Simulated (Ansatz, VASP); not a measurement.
**Mo in VASP and in Ansatz**

```
Mo
1.0
     2.73646    0.00000    0.00000
    -1.36823    2.36984    0.00000
     0.00000    0.00000    9.52116
Mo
4
Direct
  0.00000 0.00000 0.00000
  0.00000 0.00000 0.50000
  0.33333 0.66667 0.25000
  0.66667 0.33333 0.75000
```

Alike in both runs: task single point; functional PBE; k mesh 15 × 15 × 4; occupations fermi-dirac, width 0.1 eV; no spin polarisation.

|  | VASP | Ansatz |
| --- | --- | --- |
| version | VASP 6.6.1 | Ansatz 0.2.0 |
| potentials or method | VASP PAW PBE potentials, release 64 (Mo_sv), cutoff 520 eV | plane waves (420 eV) with PAW, scalar-relativistic |
| valence electrons in the cell | 56 | 56 |

|  | VASP | Ansatz | Ansatz less VASP |
| --- | --- | --- | --- |
| pressure (GPa) | 11.1 | 10.6 | -0.55 |
| traceless stress, the component that is largest in VASP (GPa) | -1.31 | -1.24 | +0.073 |

The functional is the same, so the differences come from potentials, cutoffs and numerics.
